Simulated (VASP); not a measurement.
GaPtC4N4:

```
Ga Pt C N
1.0
     7.17501    0.00000    0.00000
     0.00000    7.17501    0.00000
     0.00000    0.00000    3.74964
Ga Pt C N
1 1 4 4
Direct
  0.00000 0.00000 0.00000
  0.50000 0.50000 0.00000
  0.18685 0.81315 0.00000
  0.81315 0.18685 0.00000
  0.18685 0.18685 0.00000
  0.81315 0.81315 0.00000
  0.30216 0.69784 0.00000
  0.69784 0.30216 0.00000
  0.30216 0.30216 0.00000
  0.69784 0.69784 0.00000
```

* Program: VASP 6.6.1
* Task: relaxation of cell and atoms
* Functional: PBE
* Potentials or basis: VASP PAW PBE potentials, release 64 (Ga_d, Pt, C, N)
* Cutoff: 600 eV
* k mesh: 4 × 4 × 4
* Occupations: gaussian, width 0.1 eV
* Spin: no spin polarisation

At the start: pressure 2.5 GPa; volume 19.30 Å³/atom.

Where does the relaxation end?

Over 29 steps the energy falls by 75.3 meV/atom and the volume is 18.71 Å³/atom (-3.1 %); space group P4/mmm (No. 123, to 0.1 Å) before and after.

The path:
| step | energy change (eV) | largest force (eV/Å) | pressure (GPa) | volume (Å³) |
| --- | --- | --- | --- | --- |
| 1 | 0.0000 | 2.2537 | 2.47 | 193.03 |
| 2 | -0.5193 | 3.4691 | 0.73 | 201.42 |
| 3 | -0.5549 | 2.9493 | 0.80 | 199.59 |
| 4 | -0.4865 | 2.8583 | -5.72 | 203.48 |
| 5 | -0.6742 | 0.3877 | -2.31 | 201.27 |
| 6 | -0.7055 | 0.2228 | -1.60 | 199.91 |
| 7 | -0.7247 | 0.0456 | -0.41 | 197.86 |
| 8 | -0.7247 | 0.0525 | -0.36 | 197.80 |
| 9 | -0.7260 | 0.0797 | -0.28 | 197.47 |
| 10 | -0.7288 | 0.1956 | 0.00 | 196.49 |
| 11 | -0.7290 | 0.5504 | 0.58 | 194.53 |
| 12 | -0.7298 | 0.3810 | 0.32 | 195.43 |
| 13 | -0.7300 | 0.3727 | 0.31 | 195.38 |
| 14 | -0.7307 | 0.3477 | 0.30 | 195.22 |
| 15 | -0.7320 | 0.2987 | 0.26 | 194.90 |
| 16 | -0.7338 | 0.2000 | 0.20 | 194.26 |
| 17 | -0.7347 | 0.2139 | 0.09 | 192.99 |
| 18 | -0.7348 | 0.1509 | 0.13 | 193.28 |
| 19 | -0.7352 | 0.1521 | 0.11 | 193.24 |
| 20 | -0.7362 | 0.1553 | 0.07 | 193.10 |
| 21 | -0.7382 | 0.1616 | -0.02 | 192.82 |
| 22 | -0.7415 | 0.1753 | -0.20 | 192.27 |
| 23 | -0.7457 | 0.2037 | -0.53 | 191.15 |
| 24 | -0.7439 | 0.2647 | -1.17 | 188.87 |
| 25 | -0.7466 | 0.2238 | -0.76 | 190.33 |
| 26 | -0.7481 | 0.1129 | -0.58 | 189.92 |
| 27 | -0.7488 | 0.2918 | -0.33 | 189.37 |
| 28 | -0.7506 | 0.2284 | -0.24 | 188.81 |
| 29 | -0.7530 | 0.0391 | 0.01 | 187.11 |

Final structure:
```
Ga Pt C N
1.0
     7.29108    0.00000    0.00000
     0.00000    7.29108    0.00000
     0.00000    0.00000    3.51985
Ga Pt C N
1 1 4 4
Direct
  0.00000 0.00000 0.00000
  0.50000 0.50000 0.00000
  0.19737 0.80263 0.00000
  0.80263 0.19737 0.00000
  0.19737 0.19737 0.00000
  0.80263 0.80263 0.00000
  0.31076 0.68924 0.00000
  0.68924 0.31076 0.00000
  0.31076 0.31076 0.00000
  0.68924 0.68924 0.00000
```

Caveat: the k points lie up to 0.45 Å⁻¹ apart in the final cell, too coarse for converged energies and pressures of a metal; spin-orbit coupling is left out, which moves the levels of the heavy elements.
